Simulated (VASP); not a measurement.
Si3Ge:

```
Si Ge
1.0
     2.65079    0.00000    0.00000
    -1.32540    2.29565    0.00000
     0.00000    0.00000   10.91460
Si Ge
3 1
Cartesian
  0.0000 1.5304 8.3190
  0.0000 1.5304 2.5956
  1.3254 0.7652 0.0000
  1.3254 0.7652 5.4573
```

```yaml
Program: VASP 6.6.1
Task: relaxation of cell and atoms
Functional: PBE
Potentials_or_basis: VASP PAW PBE potentials, release 64 (Si, Ge_d)
Cutoff: 500 eV
k_mesh: 18 × 18 × 4
Occupations: gaussian, width 0.1 eV
Spin: no spin polarisation
```

At the start: pressure -0.4 GPa; volume 16.60 Å³/atom.

Question: Where does the relaxation end?

Answer: Over 15 steps the energy falls by 79.1 meV/atom and the volume is 15.82 Å³/atom (-4.7 %); space group P-6m2 (No. 187, to 0.1 Å) before and after.

Step by step:
```csv
step,energy change (eV),largest force (eV/Å),pressure (GPa),volume (Å³)
1,0.0000,0.1311,-0.42,66.42
2,-0.1441,0.0561,-1.40,65.93
3,-0.1985,0.1132,-1.64,65.57
4,-0.2908,0.1306,-1.59,64.70
5,-0.2491,0.1674,1.31,62.32
6,-0.2545,0.0663,0.77,62.66
7,-0.3106,0.1178,-0.83,63.76
8,-0.3101,0.1357,-0.91,63.84
9,-0.3130,0.0651,0.74,62.55
10,-0.3137,0.0892,0.23,62.94
11,-0.3150,0.0534,0.17,63.04
12,-0.3157,0.0282,0.00,63.25
13,-0.3158,0.0059,0.03,63.19
14,-0.3162,0.0074,-0.09,63.30
15,-0.3162,0.0056,-0.06,63.29
```

Final structure:
```
Si Ge
1.0
     2.80060    0.00000    0.00000
    -1.40030    2.42539    0.00000
     0.00000    0.00000    9.31732
Si Ge
3 1
Direct
  0.33333 0.66667 0.76779
  0.33333 0.66667 0.23221
  0.66667 0.33333 0.00000
  0.66667 0.33333 0.50000
```

Caveat: the highest band is partly filled, so the run has too few bands.
